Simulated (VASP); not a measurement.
# BaS in VASP: single point with PBEsol

Aim: the single point of BaS with PBEsol.

Program: VASP 6.6.1. These are calculated values, not measurements. Logs are shortened: lines on timing, memory, paths and dates and some standing lists are left out, and cuts for length are marked.

## (1) The cell of the first run

The cell holds a wire or tube with vacuum around it, 4 atoms: a = 12.000 Å, b = 9.300 Å, c = 5.898 Å, α = 90.00°, β = 90.00°, γ = 90.00°.

## (2) Single point, PBEsol, collinear spin

File INCAR:

```
SYSTEM = BaS
PREC = Accurate
ENCUT = 520
EDIFF = 1E-6
ISMEAR = 0
SIGMA = 0.05
LREAL = .FALSE.
LASPH = .TRUE.
NELM = 150
ALGO = Normal
ISIF = 2
LWAVE = .FALSE.
LCHARG = .FALSE.
ISPIN = 2
MAGMOM = 0.5 0.5 0.5 0.5
LORBIT = 11
GGA = PS
NBANDS = 28
```

File KPOINTS:

```
regular mesh
0
G
  1 1 12
  0 0 0
```

File POSCAR:

```
BaS
1.0
   12.0000000000      0.0000000000      0.0000000000
    0.0000000000      9.3000000000      0.0000000000
    0.0000000000      0.0000000000      5.8976189596
Ba S
2 2
Direct
    0.3762370426      0.5000000000      0.0000000000
    0.6237629574      0.5000000000      0.5000000000
    0.3847913583      0.5000000000      0.5000000000
    0.6152086417      0.5000000000      0.0000000000
```

Potentials or basis: VASP PAW PBE potentials, release 64 (Ba_sv, S).

Command:

```
> cat potpaw_PBE.64/Ba_sv/POTCAR potpaw_PBE.64/S/POTCAR > POTCAR
> mpirun -np 1 vasp_std > vasp.out
```

OUTCAR:

```text
SYSTEM = BaS
   PREC = Accurate
   ENCUT = 520
   EDIFF = 1E-6
   ISMEAR = 0
   LREAL = .FALSE.
   LASPH = .TRUE.
   NELM = 150
   ISIF = 2
   ISPIN = 2
   LORBIT = 11
   GGA = PS

 ion  position               nearest neighbor table
   1  0.376  0.500  0.000-   4 2.87   3 2.95   3 2.95   2 4.19   2 4.19
   2  0.624  0.500  0.500-   3 2.87   4 2.95   4 2.95   1 4.19   1 4.19
   3  0.385  0.500  0.500-   2 2.87   1 2.95   1 2.95
   4  0.615  0.500  0.000-   1 2.87   2 2.95   2 2.95

  LATTYP: Found a simple orthorhombic cell.
 ALAT       =     5.8976189596
 B/A-ratio  =     1.5769075730
 C/A-ratio  =     2.0347194490

  Lattice vectors:

 A1 = (   0.0000000000,   0.0000000000,  -5.8976189596)
 A2 = (   0.0000000000,   9.3000000000,   0.0000000000)
 A3 = (  12.0000000000,   0.0000000000,   0.0000000000)

Analysis of symmetry for initial positions (statically):
=====================================================================
 Subroutine PRICEL returns:
 Original cell was already a primitive cell.

 Routine SETGRP: Setting up the symmetry group for a
 simple orthorhombic supercell.

 Subroutine GETGRP returns: Found  8 space group operations
 (whereof  4 operations were pure point group operations)
 out of a pool of  8 trial point group operations.

The static configuration has the point symmetry C_2v.
 The point group associated with its full space group is D_2h.

Analysis of symmetry for dynamics (positions and initial velocities):
=====================================================================
 Subroutine PRICEL returns:
 Original cell was already a primitive cell.

 Routine SETGRP: Setting up the symmetry group for a
 simple orthorhombic supercell.

 Subroutine GETGRP returns: Found  8 space group operations
 (whereof  4 operations were pure point group operations)
 out of a pool of  8 trial point group operations.

The dynamic configuration has the point symmetry C_2v.
 The point group associated with its full space group is D_2h.

Analysis of structural, dynamic, and magnetic symmetry:
=====================================================================
 Subroutine PRICEL returns:
 Original cell was already a primitive cell.

 Routine SETGRP: Setting up the symmetry group for a
 simple orthorhombic supercell.

 Subroutine GETGRP returns: Found  8 space group operations
 (whereof  4 operations were pure point group operations)
 out of a pool of  8 trial point group operations.

The overall configuration has the point symmetry C_2v.
 The point group associated with its full space group is D_2h.

 Subroutine INISYM returns: Found  8 space group operations
[... 113 lines left out ...]
   LRPA    =     F    only Hartree local field effects (RPA)
 spin polarized calculation
 Gauss-broadening in eV      SIGMA  =   0.05
  energy-cutoff  :      520.00
  volume of cell :      658.17
 maximum number of plane-waves:     17764
 NGX is ok and might be reduce to    90
   NGX = 45   NGY = 35   NGZ = 21

 number of electron      32.0000002 magnetization      -0.0003223

 number of electron      32.0000002 magnetization       0.0000239

 Free energy of the ion-electron system (eV)
  ---------------------------------------------------
  ext. energy  EPLUGINS =         0.00000000
  ---------------------------------------------------
  free energy    TOTEN  =       -18.04099909 eV

  energy without entropy =      -18.04099909  energy(sigma->0) =      -18.04099909

 E-fermi :  -2.1444     XC(G=0):  -2.6791

 val. band max:       -2.3798109674   @ k =   0.0000   0.0000   0.0000
 cond. band min:      -0.4798530115   @ k =   0.0000   0.0000   0.0000
 fundamental gap:      1.8999579560
 Fermi energy:        -2.1444498044

 spin component 1

 k-point     1 :       0.0000    0.0000    0.0000
  band No.  band energies     occupation
      1     -29.6711      1.00000
      2     -29.6332      1.00000
      3     -15.2808      1.00000
      4     -15.0901      1.00000
      5     -15.0350      1.00000
      6     -15.0057      1.00000
[... 206 lines left out ...]
     27       2.7593      0.00000
     28       2.7593      0.00000
 Fermi energy:        -2.1444498044

 spin component 2

 k-point     1 :       0.0000    0.0000    0.0000
  band No.  band energies     occupation
      1     -29.6711      1.00000
      2     -29.6332      1.00000
      3     -15.2808      1.00000
      4     -15.0901      1.00000
      5     -15.0350      1.00000
      6     -15.0057      1.00000
[... 206 lines left out ...]
     27       2.7592      0.00000
     28       2.7592      0.00000

------------------------ aborting loop because EDIFF is reached ----------------------------------------

  FORCE on cell =-STRESS in cart. coord.  units (eV):
  Direction    XX          YY          ZZ          XY          YZ          ZX
  --------------------------------------------------------------------------------------
  -------------------------------------------------------------------------------------
  Total        0.5966476      0.0802822      1.5230403      0.0000000      0.0000000      0.0000000
  in kB        1.4524045      0.1954290      3.7074994      0.0000000      0.0000000      0.0000000
  external PRESSURE =       1.7851110 kB  Pullay stress =       0.0000000 kB

 VOLUME and BASIS-vectors are now :
 -----------------------------------------------------------------------------
  energy-cutoff  :      520.00
  volume of cell :      658.17
      direct lattice vectors                 reciprocal lattice vectors
    12.000000000  0.000000000  0.000000000     0.083333333  0.000000000  0.000000000
     0.000000000  9.300000000  0.000000000     0.000000000  0.107526882  0.000000000
     0.000000000  0.000000000  5.897618960     0.000000000  0.000000000  0.169559954

 POSITION                                       TOTAL-FORCE (eV/Angst)
 -----------------------------------------------------------------------------------
      4.51484      4.65000      0.00000        -0.104364      0.000000      0.000000
      7.48516      4.65000      2.94881         0.104364      0.000000      0.000000
      4.61750      4.65000      2.94881        -0.094342      0.000000      0.000000
      7.38250      4.65000      0.00000         0.094342      0.000000      0.000000
 -----------------------------------------------------------------------------------
    total drift:                               -0.000000     -0.000000     -0.000000

  FREE ENERGIE OF THE ION-ELECTRON SYSTEM (eV)
  ---------------------------------------------------
  free  energy   TOTEN  =       -18.0409990885 eV

  energy  without entropy=      -18.0409990885  energy(sigma->0) =      -18.04099909

 total charge

# of ion       s       p       d       tot
------------------------------------------
    1        2.010   5.586   0.363   7.958
    2        2.010   5.586   0.363   7.958
    3        1.323   2.401   0.000   3.725
    4        1.323   2.401   0.000   3.725
--------------------------------------------------
tot          6.666  15.975   0.725  23.366

 magnetization (x)

# of ion       s       p       d       tot
------------------------------------------
    1       -0.000  -0.000   0.000  -0.000
    2       -0.000  -0.000   0.000  -0.000
    3       -0.000  -0.000   0.000  -0.000
    4       -0.000  -0.000   0.000  -0.000
--------------------------------------------------
tot         -0.000  -0.000   0.000  -0.000
```

stdout:

```text
POSCAR found type information on POSCAR BaS
 POSCAR found :  2 types and       4 ions
 scaLAPACK will be used
 -----------------------------------------------------------------------------
|                                                                             |
|                                                                             |
|     You enforced a specific xc type in the INCAR file but a different       |
|     I HOPE YOU KNOW WHAT YOU ARE DOING!                                     |
|                                                                             |
 -----------------------------------------------------------------------------

 LDA part: xc-table for (Slater+PW92), standard interpolation
 POSCAR, INCAR and KPOINTS ok, starting setup
 FFT: planning ... GRIDC
 FFT: planning ... GRID_SOFT
 FFT: planning ... GRID
 WAVECAR not read
 entering main loop
```

Run time: 6.6 min. Hardware: 1 thread of AMD EPYC 7R13 (Zen 3), shared host; peak memory 0.91 GiB.

Results:

| Quantity | Value |
| --- | --- |
| Free energy | -18.0410 eV |
| Largest force | 0.104 eV/Å |
| Band gap on the k mesh | 1.90 eV |
| Net moment | 0.00 μB per cell |
| Valence electrons inside the program's atomic spheres | Ba 7.96; S 3.73 |

Forces in eV/Å, atoms in the order of the input:
```
Ba  -0.104  0.000  0.000
Ba   0.104  0.000  0.000
S   -0.094  0.000  0.000
S    0.094  0.000  0.000
```

Caveat: the PAW data sets were made with another functional, which shifts forces and pressure a little; spin-orbit coupling is left out, which moves the levels of the heavy elements.
